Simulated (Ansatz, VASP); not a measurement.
**TiAl3: VASP beside Ansatz**

```
Ti Al
1.0
     2.78139    0.00000    0.00000
     0.00000    4.67107    0.00000
     0.00000    0.00000    4.89340
Ti Al
1 3
Direct
  0.99971 0.49999 0.16311
  0.49981 0.50002 0.66424
  0.49985 0.00002 0.33305
  0.00064 0.99996 0.83960
```

Change from the starting cell: all atoms moved at random, sigma 0.02 Å a component; relaxed back.

Alike in both runs: functional PBEsol; k mesh 12 × 8 × 8; occupations gaussian, width 0.15 eV; no spin polarisation.

Ansatz relaxed the structure, and its values are those at the end. VASP's run is a single point on that final structure, the one shown.

|  | VASP | Ansatz |
| --- | --- | --- |
| version | VASP 6.6.1 | Ansatz 0.2.0 |
| potentials or method | VASP PAW PBE potentials, release 64 (Ti_sv, Al), cutoff 520 eV | scalar-relativistic, plane waves, PAW |
| valence electrons in the cell | 21 | 21 |

|  | VASP | Ansatz | Ansatz less VASP |
| --- | --- | --- | --- |
| gap on the k mesh at the Fermi level (eV) | none | none | - |
| pressure (GPa) | 0.1 | 0.0 | -0.04 |
| rms of the force components (eV/Å) | 0.003 | 0.003 | +0.0006 |

VASP's potentials were made for PBE, not for PBEsol. A gap of «none» marks a metal or a gap that the smearing closes. Ansatz's warnings: stress scf threshold loose.
